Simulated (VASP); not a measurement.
# Mg2Zn3O5 (R-3m) in VASP: further runs

Runs on Mg2Zn3O5. Level: PBE. Tasks: single point.

Program: VASP 6.6.1. These are calculated values, not measurements. Logs are shortened: lines on timing, memory, paths and dates and some standing lists are left out, and cuts for length are marked.

## Step 1: The cell of the first run

Symmetry: R-3m, No. 166, trigonal system. Conventional cell: a = 3.046 Å, b = 3.046 Å, c = 37.097 Å, α = 90.00°, β = 90.00°, γ = 120.00°. Mg (site symmetry 3m) has 6 O at 2.13 Å within 2.8 Å. Within 2.9 Å of Zn (site symmetry 3m) lie 6 O at 2.16 to 2.17 Å. Zn (site symmetry -3m) has 6 O at 2.17 Å within 2.9 Å. O (site symmetry 3m) has 3 Mg at 2.13 Å and 3 Zn at 2.17 Å within 2.8 Å. O (site symmetry 3m) has 3 Mg at 2.13 Å and 3 Zn at 2.17 Å within 2.8 Å. O (site symmetry -3m) has 6 Zn at 2.16 Å within 2.9 Å.

## Step 2: Single point, PBE

Input file INCAR:

```
  PREC = Accurate
  ENCUT = 520
  EDIFF = 1E-6
  ISMEAR = 0
  SIGMA = 0.1
  LREAL = F
  LASPH = T
  NELM = 100
  ALGO = Normal
  ISIF = 2
  LWAVE = F
  LCHARG = F
  GGA = PE
  NBANDS = 46
```

Input file KPOINTS:

```
Automatic mesh
0
Gamma
  6 6 6
```

Input file POSCAR:

```
Mg2Zn3O5
1.0
    1.5228199880      0.8792005300     12.3657859824
   -1.5228199880      0.8792005300     12.3657859824
    0.0000000000     -1.7584010600     12.3657859824
Mg Zn O
2 3 5
Direct
    0.8997580871      0.8997580871      0.8997580871
    0.1002419129      0.1002419129      0.1002419129
    0.2995163474      0.2995163474      0.2995163474
    0.5000000000      0.5000000000      0.5000000000
    0.7004836526      0.7004836526      0.7004836526
    0.5985902190      0.5985902190      0.5985902190
    0.2009023664      0.2009023664      0.2009023664
    0.7990976336      0.7990976336      0.7990976336
    0.4014097810      0.4014097810      0.4014097810
    0.0000000000      0.0000000000      0.0000000000
```

Potentials or basis: VASP PAW PBE potentials, release 64 (Mg, Zn, O).

On the command line:

```bash
> cat potpaw_PBE.64/Mg/POTCAR potpaw_PBE.64/Zn/POTCAR potpaw_PBE.64/O/POTCAR > POTCAR
> mpirun -np 1 vasp_std > vasp.out
```

OUTCAR:

```text
PREC = Accurate
   ENCUT = 520
   EDIFF = 1E-6
   ISMEAR = 0
   LREAL = F
   LASPH = T
   NELM = 100
   ISIF = 2
   GGA = PE

 ion  position               nearest neighbor table
   1  0.900  0.900  0.900-   6 2.13   6 2.13   6 2.13   7 2.13   7 2.13   7 2.13   4 3.03   4 3.03
                             4 3.03   3 3.03   3 3.03   3 3.03
   2  0.100  0.100  0.100-   9 2.13   9 2.13   9 2.13   8 2.13   8 2.13   8 2.13   4 3.03   4 3.03
                             4 3.03   5 3.03   5 3.03   5 3.03
   3  0.300  0.300  0.300-  10 2.16  10 2.16  10 2.16   6 2.17   6 2.17   6 2.17   1 3.03   1 3.03
                             1 3.03
   4  0.500  0.500  0.500-   7 2.17   7 2.17   8 2.17   8 2.17   7 2.17   8 2.17   1 3.03   2 3.03
                             1 3.03   2 3.03   1 3.03   2 3.03
   5  0.700  0.700  0.700-  10 2.16  10 2.16  10 2.16   9 2.17   9 2.17   9 2.17   2 3.03   2 3.03
                             2 3.03
   6  0.599  0.599  0.599-   1 2.13   1 2.13   1 2.13   3 2.17   3 2.17   3 2.17
   7  0.201  0.201  0.201-   1 2.13   1 2.13   1 2.13   4 2.17   4 2.17   4 2.17
   8  0.799  0.799  0.799-   2 2.13   2 2.13   2 2.13   4 2.17   4 2.17   4 2.17
   9  0.401  0.401  0.401-   2 2.13   2 2.13   2 2.13   5 2.17   5 2.17   5 2.17
  10  0.000  0.000  0.000-   5 2.16   5 2.16   3 2.16   3 2.16   5 2.16   3 2.16

  LATTYP: Found a trigonal (rhomboedric) cell.
 ALAT       =    12.4901816340
 COS(alpha) =     0.9702703617

  Lattice vectors:

 A1 = (   1.5228199880,   0.8792005300,  12.3657859824)
 A2 = (  -1.5228199880,   0.8792005300,  12.3657859824)
 A3 = (   0.0000000000,  -1.7584010600,  12.3657859824)

Analysis of symmetry for initial positions (statically):
=====================================================================
 Subroutine PRICEL returns:
 Original cell was already a primitive cell.

 Routine SETGRP: Setting up the symmetry group for a
 trigonal (rhombohedral) supercell.

 Subroutine GETGRP returns: Found 12 space group operations
 (whereof 12 operations were pure point group operations)
 out of a pool of 12 trial point group operations.

The static configuration has the point symmetry D_3d.

Analysis of symmetry for dynamics (positions and initial velocities):
=====================================================================
 Subroutine PRICEL returns:
 Original cell was already a primitive cell.

 Routine SETGRP: Setting up the symmetry group for a
 trigonal (rhombohedral) supercell.

 Subroutine GETGRP returns: Found 12 space group operations
 (whereof 12 operations were pure point group operations)
 out of a pool of 12 trial point group operations.

The dynamic configuration has the point symmetry D_3d.

 Subroutine INISYM returns: Found 12 space group operations
 (whereof 12 operations are pure point group operations),
 and found     1 'primitive' translations

----------------------------------------------------------------------------------------

                                     Primitive cell

  volume of cell :      99.3366

  direct lattice vectors                    reciprocal lattice vectors
     1.522819988  0.879200530 12.365785982     0.328338217  0.189566158  0.026956098
    -1.522819988  0.879200530 12.365785982    -0.328338217  0.189566158  0.026956098
     0.000000000 -1.758401060 12.365785982     0.000000000 -0.379132316  0.026956098

  length of vectors
    12.490181634 12.490181634 12.490181634     0.380089390  0.380089390  0.380089390

  position of ions in fractional coordinates (direct lattice)
     0.899758087  0.899758087  0.899758087
     0.100241913  0.100241913  0.100241913
     0.299516347  0.299516347  0.299516347
     0.500000000  0.500000000  0.500000000
     0.700483653  0.700483653  0.700483653
     0.598590219  0.598590219  0.598590219
     0.200902366  0.200902366  0.200902366
     0.799097634  0.799097634  0.799097634
     0.401409781  0.401409781  0.401409781
     0.000000000  0.000000000  0.000000000

  ion indices of the primitive-cell ions
   primitive index   ion index
                 1           1
                 2           2
                 3           3
                 4           4
                 5           5
                 6           6
                 7           7
                 8           8
                 9           9
                10          10

----------------------------------------------------------------------------------------

 KPOINTS: Automatic mesh

Automatic generation of k-mesh.
 Grid dimensions read from file:
 generate k-points for:    6    6    6

 Generating k-lattice:

  Cartesian coordinates                     Fractional coordinates (reciprocal lattice)
     0.054723036  0.031594360  0.004492683     0.166666667  0.000000000  0.000000000
    -0.054723036  0.031594360  0.004492683     0.000000000  0.166666667  0.000000000
     0.000000000 -0.063188719  0.004492683     0.000000000  0.000000000  0.166666667

  Length of vectors
     0.063348232  0.063348232  0.063348232

  Shift w.r.t. Gamma in fractional coordinates (k-lattice)
     0.000000000  0.000000000  0.000000000

 Subroutine IBZKPT returns following result:
 ===========================================

 Found     32 irreducible k-points:

 Following reciprocal coordinates:
            Coordinates               Weight
  0.000000  0.000000  0.000000      1.000000
  0.166667  0.000000 -0.000000      6.000000
  0.333333 -0.000000  0.000000      6.000000
  0.500000  0.000000 -0.000000      3.000000
  0.166667  0.166667  0.000000      6.000000
  0.333333  0.166667  0.000000     12.000000
[... 16 lines left out ...]
  0.500000  0.500000  0.166667      6.000000
 -0.333333  0.500000  0.166667     12.000000
 [... further k-points ...]
   k-points           NKPTS =     32   k-points in BZ     NKDIM =     32   number of bands    NBANDS=     46
   number of dos      NEDOS =    301   number of ions     NIONS =     10
   total plane-waves  NPLWV = 884736
   dimension x,y,z NGX =    96 NGY =   96 NGZ =   96
   dimension x,y,z NGXF=   192 NGYF=  192 NGZF=  192
   ions per type =               2   3   5
   NGX,Y,Z   is equivalent  to a cutoff of  12.78, 12.78, 12.78 a.u.
   NGXF,Y,Z  is equivalent  to a cutoff of  25.56, 25.56, 25.56 a.u.
 SYSTEM =  unknown system
   PREC   = accura    normal or accurate (medium, high low for compatibility)
   ISTART =      0    job   : 0-new  1-cont  2-samecut
   ICHARG =      2    charge: 1-file 2-atom 10-const
   ISPIN  =      1    spin polarized calculation?
   LNONCOLLINEAR =      F non collinear calculations
   LSORBIT =      F    spin-orbit coupling
   LASPH  =      T    aspherical Exc in radial PAW
   ENCUT  =  520.0 eV  38.22 Ry    6.18 a.u.  23.22 23.22 23.22*2*pi/ulx,y,z
   NELM   =    100;   NELMIN=  2; NELMDL= -5     # of ELM steps
   EDIFF  = 0.1E-05   stopping-criterion for ELM
   LREAL  =      F    real-space projection
   EDIFFG = 0.1E-04   stopping-criterion for IOM
   NSW    =      0    number of steps for IOM
   IBRION =     -1    ionic relax: 0-MD 1-quasi-New 2-CG
   NFREE  =      0    steps in history (QN), initial steepest desc. (CG)
   ISIF   =      2    stress and relaxation
   ISYM   =      2    0-nonsym 1-usesym 2-fastsym
   POTIM  = 0.5000    time-step for ionic-motion
   TEBEG  =    0.0;   TEEND  =   0.0 temperature during run
   PSTRESS=    0.0 pullay stress
   NELECT =      70.0000    total number of electrons
   NUPDOWN=      -1.0000    fix difference up-down
   EMIN   =  10.00;   EMAX   =-10.00  energy-range for DOS
   EFERMI =   0.00;   METHOD = LEGACY
   ISMEAR =     0;   SIGMA  =   0.10  broadening in eV -4-tet -1-fermi 0-gaus
   EFERMI_NEDOS =   21; number of points for ismear=-14 and -15
   IALGO  =     38    algorithm
   IMIX   =      4    mixing-type and parameters
     AMIX     =   0.40;   BMIX     =  1.00
     AMIX_MAG =   1.60;   BMIX_MAG =  1.00
  volume/ion in A,a.u.               =       9.93        67.04
  Fermi-wavevector in a.u.,A,eV,Ry     =   1.456815  2.752981 28.875772  2.122309
  Thomas-Fermi vector in A             =   2.573689
   LORBIT       =      0    0 simple, 1 ext, 2 COOP (PROOUT), +10 PAW based schemes
   GGA     = PE    functional components
   LHFCALC =     F    Hartree Fock is set to
   AEXX    =    0.0000 exact exchange contribution
   IVDW    =     0    specifies the selected vdW correction
   LEPSILON=     F    determine dielectric tensor
   LRPA    =     F    only Hartree local field effects (RPA)
 non-spin polarized calculation
 Gauss-broadening in eV      SIGMA  =   0.10
  energy-cutoff  :      520.00
  volume of cell :       99.34
 maximum number of plane-waves:      2710
 NGX is ok and might be reduce to    96

 number of electron      70.0000013 magnetization

 Free energy of the ion-electron system (eV)
  ---------------------------------------------------
  ext. energy  EPLUGINS =         0.00000000
  ---------------------------------------------------
  free energy    TOTEN  =       -49.74379270 eV

  energy without entropy =      -49.74379270  energy(sigma->0) =      -49.74379270

 E-fermi :   3.2328     XC(G=0): -11.6480

 val. band max:        2.7062986709   @ k =   0.5000   0.5000   0.5000
 cond. band min:       4.6127469199   @ k =   0.0000   0.0000   0.0000
 fundamental gap:      1.9064482490
 Fermi energy:         3.2327673702

 k-point     1 :       0.0000    0.0000    0.0000
  band No.  band energies     occupation
      1     -15.2229      2.00000
      2     -14.8575      2.00000
      3     -14.7831      2.00000
      4     -14.1173      2.00000
      5     -14.0485      2.00000
      6      -3.6038      2.00000
[... 38 lines left out ...]
     45      16.2751      0.00000
     46      16.2752      0.00000
[... 1086 lines left out ...]
      6      -3.3579      2.00000
[... 38 lines left out ...]
     45      13.5930      0.00000
     46      13.8168      0.00000

 [... further k-points ...]

------------------------ aborting loop because EDIFF is reached ----------------------------------------

  FORCE on cell =-STRESS in cart. coord.  units (eV):
  Direction    XX          YY          ZZ          XY          YZ          ZX
  --------------------------------------------------------------------------------------
  -------------------------------------------------------------------------------------
  Total        0.1196467      0.1196467      0.2201133      0.0000000     -0.0000000      0.0000000
  in kB        1.9297541      1.9297541      3.5501563      0.0000000     -0.0000000      0.0000000
  external PRESSURE =       2.4698882 kB  Pullay stress =       0.0000000 kB

 VOLUME and BASIS-vectors are now :
 -----------------------------------------------------------------------------
  energy-cutoff  :      520.00
  volume of cell :       99.34
      direct lattice vectors                 reciprocal lattice vectors
     1.522819988  0.879200530 12.365785982     0.328338217  0.189566158  0.026956098
    -1.522819988  0.879200530 12.365785982    -0.328338217  0.189566158  0.026956098
     0.000000000 -1.758401060 12.365785982     0.000000000 -0.379132316  0.026956098

 POSITION                                       TOTAL-FORCE (eV/Angst)
 -----------------------------------------------------------------------------------
      0.00000      0.00000     33.37865         0.000000     -0.000000      0.000738
      0.00000      0.00000      3.71871         0.000000      0.000000     -0.000738
      0.00000      0.00000     11.11127         0.000000      0.000000     -0.008071
      0.00000      0.00000     18.54868        -0.000000      0.000000     -0.000000
      0.00000      0.00000     25.98609         0.000000     -0.000000      0.008071
      0.00000      0.00000     22.20612         0.000000      0.000000     -0.063614
      0.00000      0.00000      7.45295         0.000000      0.000000      0.065038
      0.00000      0.00000     29.64441         0.000000     -0.000000     -0.065038
      0.00000      0.00000     14.89124         0.000000      0.000000      0.063614
      0.00000      0.00000      0.00000         0.000000      0.000000     -0.000000
 -----------------------------------------------------------------------------------
    total drift:                                0.000000     -0.000000      0.000000

  FREE ENERGIE OF THE ION-ELECTRON SYSTEM (eV)
  ---------------------------------------------------
  free  energy   TOTEN  =       -49.7437926981 eV

  energy  without entropy=      -49.7437926981  energy(sigma->0) =      -49.74379270
```

It took 46 min on 1 thread of Intel Xeon Platinum 8259CL at 2.50GHz (Skylake/Cascade Lake), shared host; peak memory 1.5 GiB.

What came out:

```
Free energy            : -49.7438 eV
Pressure               : 0.2 GPa
Largest force          : 0.065 eV/Å
Band gap on the k mesh : 1.91 eV (least direct gap 1.92 eV)
```

Forces in eV/Å, atoms in the order of the input:
```
Mg   0.000  0.000  0.001
Mg   0.000  0.000 -0.001
Zn   0.000  0.000 -0.008
Zn   0.000  0.000  0.000
Zn   0.000  0.000  0.008
O    0.000  0.000 -0.064
O    0.000  0.000  0.065
O    0.000  0.000 -0.065
O    0.000  0.000  0.064
O    0.000  0.000  0.000
```

Stress tensor (GPa, compression positive):
```
0.19 0.00 0.00
0.00 0.19 0.00
0.00 0.00 0.36
```

Levels at points of the mesh, in eV from the valence-band top:
```csv
k point,band 33,band 34,band 35,band 36,band 37,band 38
"(0.00, 0.00, 0.00)",-0.27,-0.02,-0.02,1.91,3.83,4.52
"(0.50, 0.00, 0.00)",-0.63,-0.17,-0.15,5.37,6.10,6.22
"(0.50, 0.50, 0.00)",-0.55,-0.38,-0.20,5.28,6.38,6.47
"(0.50, 0.50, 0.50)",-0.34,0.00,0.00,2.49,2.99,5.18
```

A k mesh can miss the band edges.

## Step 3: Single point, PBE

This run uses another cell than the first one, of the same volume but with other edges.

Input file INCAR:

```
  PREC = Accurate
  ENCUT = 520
  EDIFF = 1E-6
  ISMEAR = 0
  SIGMA = 0.1
  LREAL = False
  LASPH = True
  NELM = 80
  ALGO = Normal
  ISIF = 2
  LWAVE = False
  LCHARG = True
  GGA = PE
  LELF = True
  LVHAR = True
  NBANDS = 46
```

KPOINTS is that of step 2.

Input file POSCAR:

```
Mg2Zn3O5
1.0
   -1.5225896959      2.6372027123      0.0000000000
   -3.0451793917      0.0000000000      0.0000000000
   -1.5225896959      0.8790675708     12.3736721929
Mg Zn O
2 3 5
Direct
    0.1002396675      0.1002396675      0.6992809974
    0.8997603325      0.8997603325      0.3007190026
    0.7004789179      0.7004789179      0.8985632462
    0.5000000000      0.5000000000      0.5000000000
    0.2995210821      0.2995210821      0.1014367538
    0.4013985091      0.4013985091      0.7958044727
    0.7991029296      0.7991029296      0.6026912113
    0.2008970704      0.2008970704      0.3973087887
    0.5986014909      0.5986014909      0.2041955273
    0.0000000000      0.0000000000      0.0000000000
```

Potentials or basis: VASP PAW PBE potentials, release 64 (Mg, Zn, O).

On the command line:

```bash
> cat potpaw_PBE.64/Mg/POTCAR potpaw_PBE.64/Zn/POTCAR potpaw_PBE.64/O/POTCAR > POTCAR
> mpirun -np 1 vasp_std > vasp.out
```

Run time: 2.3 min. Hardware: 1 thread of Intel Xeon Platinum 8259CL at 2.50GHz (Skylake/Cascade Lake), shared host; peak memory 0.29 GiB.

Results (log left out):

| Property | Result |
| --- | --- |
| Free energy | -49.7434 eV |
| Pressure | 0.2 GPa |
| Largest force | 0.069 eV/Å |
| Band gap on the k mesh | 1.90 eV (least direct gap 1.92 eV) |

Forces in eV/Å, atoms in the order of the input:
```
Mg   0.000  0.000  0.001
Mg   0.000  0.000 -0.001
Zn   0.000  0.000 -0.009
Zn   0.000  0.000  0.000
Zn   0.000  0.000  0.009
O    0.000  0.000 -0.069
O    0.000  0.000  0.069
O    0.000  0.000 -0.069
O    0.000  0.000  0.069
O    0.000  0.000  0.000
```

Levels at points of the mesh, in eV from the valence-band top:
| k point | band 33 | band 34 | band 35 | band 36 | band 37 | band 38 |
| --- | --- | --- | --- | --- | --- | --- |
| (0.00, 0.00, 0.00) | -0.27 | -0.01 | -0.01 | 1.90 | 3.82 | 4.51 |
| (0.50, 0.00, 0.00) | -0.63 | -0.17 | -0.16 | 5.37 | 6.10 | 6.21 |
| (0.50, 0.50, 0.00) | -0.56 | -0.38 | -0.20 | 5.28 | 6.37 | 6.46 |
| (0.00, 0.00, 0.50) | -0.34 | 0.00 | 0.00 | 2.48 | 2.99 | 5.18 |

(Part 1 of 2 ends here.)
